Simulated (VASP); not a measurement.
TiH: single point with PBEsol

The system is TiH.

```
Ti H
1.0
     2.94749    0.00000    0.00000
     0.00000    2.94749    0.00000
     0.00000    0.00000    4.56814
Ti H
2 2
Direct
  0.50000 0.00000 0.50000
  0.00000 0.50000 0.00000
  0.00000 0.00000 0.25000
  0.00000 0.00000 0.75000
```

* Program: VASP 6.6.1
* Task: single point
* Functional: PBEsol
* Potentials or basis: VASP PAW PBE potentials, release 64 (Ti_sv, H)
* Cutoff: 520 eV
* k mesh: 9 × 9 × 6
* Occupations: fermi-dirac, width 0.1 eV
* Spin: no spin polarisation
* Dipole correction: no
* Further INCAR settings: ALGO = Normal; EDIFF = 1e-06; NBANDS = 21

The pressure is -3.1 GPa and the band gap on the k mesh is zero (band 13 reaches 7.72 eV, above the bottom of band 14 at 6.95 eV).

Stress tensor (GPa, compression positive):
```
-3.44  0.00  0.00
 0.00 -3.44  0.00
 0.00  0.00 -2.39
```

Levels at points of the mesh, in eV from the Fermi level:
| k point | band 10 | band 11 | band 12 | band 13 | band 14 | band 15 | band 16 | band 17 |
| --- | --- | --- | --- | --- | --- | --- | --- | --- |
| (0.00, 0.00, 0.00) | -3.79 | -2.70 | -2.36 | 0.04 | 0.59 | 0.59 | 1.59 | 2.39 |
| (0.00, 0.00, 0.50) | -7.26 | -1.31 | -1.31 | 0.06 | 0.06 | 1.37 | 1.37 | 1.83 |

It took 38 s on 1 thread of Intel Xeon 6975P-C (shared host), peak memory 0.18 GiB.

Caveat: the PAW data sets were made with another functional, which shifts forces and pressure a little.
